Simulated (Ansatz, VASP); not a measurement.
## SiO2 in VASP and in Ansatz

Contents of POSCAR:

```
SiO2
1.0
    4.9068520193      0.0000000000      0.0000000000
    0.0000000000      4.9068520193      0.0000000000
    0.0000000000      0.0000000000      6.8835178291
Si O
4 8
Direct
    0.1920171313      0.1920171313      0.0000000000
    0.3079828687      0.6920171313      0.7500000000
    0.6920171313      0.3079828687      0.2500000000
    0.8079828687      0.8079828687      0.5000000000
    0.6208474843      0.7360695898      0.6858310409
    0.3791525157      0.2639304102      0.1858310409
    0.7360695898      0.6208474843      0.3141689591
    0.2360695898      0.8791525157      0.9358310409
    0.2639304102      0.3791525157      0.8141689591
    0.1208474843      0.7639304102      0.5641689591
    0.8791525157      0.2360695898      0.0641689591
    0.7639304102      0.1208474843      0.4358310409
```

INCAR.step1

```
ALGO = Normal ; EDIFF = 1E-4
ENCUT = 520 ; GGA = PE
ISMEAR = 0 ; LASPH = True
LCHARG = False ; LREAL = False
LWAVE = True ; NBANDS = 44
NELM = 80 ; PREC = Accurate
SIGMA = 0.02
```

INCAR.step2

```
ALGO = Normal ; EDIFF = 1E-7
ENCUT = 520 ; ISIF = 2
ISMEAR = 0 ; ISTART = 1
LASPH = True ; LCHARG = True
LELF = True ; LMIXTAU = True
LREAL = False ; LVHAR = True
LWAVE = False ; METAGGA = R2SCAN
NBANDS = 44 ; NELM = 80
PREC = Accurate ; SIGMA = 0.02
```

File KPOINTS:

```
k-points
0
Gamma
  6 6 4
```

Input for Ansatz:

```yaml
crystal:
  lattice:
    - [4.9068520193, 0.0, 0.0]
    - [0.0, 4.9068520193, 0.0]
    - [0.0, 0.0, 6.8835178291]
  atoms:
    - { symbol: Si, position: [0.1920171313, 0.1920171313, 0.0] }
    - { symbol: Si, position: [0.3079828687, 0.6920171313, 0.75] }
    - { symbol: Si, position: [0.6920171313, 0.3079828687, 0.25] }
    - { symbol: Si, position: [0.8079828687, 0.8079828687, 0.5] }
    - { symbol: O, position: [0.6208474843, 0.7360695898, 0.6858310409] }
    - { symbol: O, position: [0.3791525157, 0.2639304102, 0.1858310409] }
    - { symbol: O, position: [0.7360695898, 0.6208474843, 0.3141689591] }
    - { symbol: O, position: [0.2360695898, 0.8791525157, 0.9358310409] }
    - { symbol: O, position: [0.2639304102, 0.3791525157, 0.8141689591] }
    - { symbol: O, position: [0.1208474843, 0.7639304102, 0.5641689591] }
    - { symbol: O, position: [0.8791525157, 0.2360695898, 0.0641689591] }
    - { symbol: O, position: [0.7639304102, 0.1208474843, 0.4358310409] }
basis:
  ecutwfc: 500
kpoints:
  mp_grid: { grid: [6, 6, 4] }
  band_path: { path: [VBM, CBM], npoints: 2 }
hamiltonian:
  xc: r2scan
scf:
  occupations: { method: gaussian, width: 0.02 }
output:
  forces: true
  stress: true
  eigenvalues: true
checkpoint:
  read: start.run
  write: ck
  compress: false
  write_wavefunctions: false
  write_every: 100000
```

Alike in both runs: task single point; functional r2SCAN; k mesh 6 × 6 × 4; occupations gaussian, width 0.02 eV; no spin polarisation.

|  | VASP | Ansatz |
| --- | --- | --- |
| version | VASP 6.6.1 | Ansatz 0.2.0 |
| potentials or method | VASP PAW PBE potentials, release 64 (Si, O), cutoff 520 eV | scalar-relativistic, plane waves, PAW |
| valence electrons in the cell | 64 | 64 |

```tsv
	VASP	Ansatz	Ansatz less VASP
gap on the k mesh at the Fermi level (eV)	6.43	6.43	-0.001
least direct gap on the mesh (eV)	6.43	6.43	-0.001
pressure (GPa)	0.9	0.6	-0.22
traceless stress, the component that is largest in VASP (GPa)	-0.66	-0.63	+0.025
rms of the force components (eV/Å)	0.010	0.000	-0.0100
```

VASP's potentials were made for PBE, not for r2SCAN. Atom by atom the forces differ by 0.010 eV/Å (rms over components). The functional is the same, so the differences come from potentials, cutoffs and numerics.
